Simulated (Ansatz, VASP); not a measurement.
One calculation of Rh, two programs

```
Rh
1.0
     2.68919    0.00000    0.00000
    -1.34460    2.32891    0.00000
     0.00000    0.00000    4.39145
Rh
2
Cartesian
  0.0000 1.5526 1.0979
  1.3446 0.7763 3.2936
```

Alike in both runs: task relaxation of cell and atoms; functional RPBE; k mesh 13 × 13 × 7; occupations fermi-dirac, width 0.1 eV; no spin polarisation.

|  | VASP | Ansatz |
| --- | --- | --- |
| version | VASP 6.6.1 | Ansatz 0.2.0 |
| potentials or method | VASP PAW PBE potentials, release 64 (Rh_pv), cutoff 600 eV | plane waves (420 eV) with PAW, scalar-relativistic |
| valence electrons in the cell | 30 | 34 |

|  | VASP | Ansatz | Ansatz less VASP |
| --- | --- | --- | --- |
| relaxed volume (Å³/atom) | 14.39 | 14.39 | 0.000 |
| relaxed cell length with the largest relative difference (Å) | 4.419 | 4.418 | -0.0009 |

VASP's potentials were made for PBE, not for RPBE. VASP's potentials hold 30 valence electrons a cell and Ansatz's 34, so a difference there can come from the potentials and not from the codes.
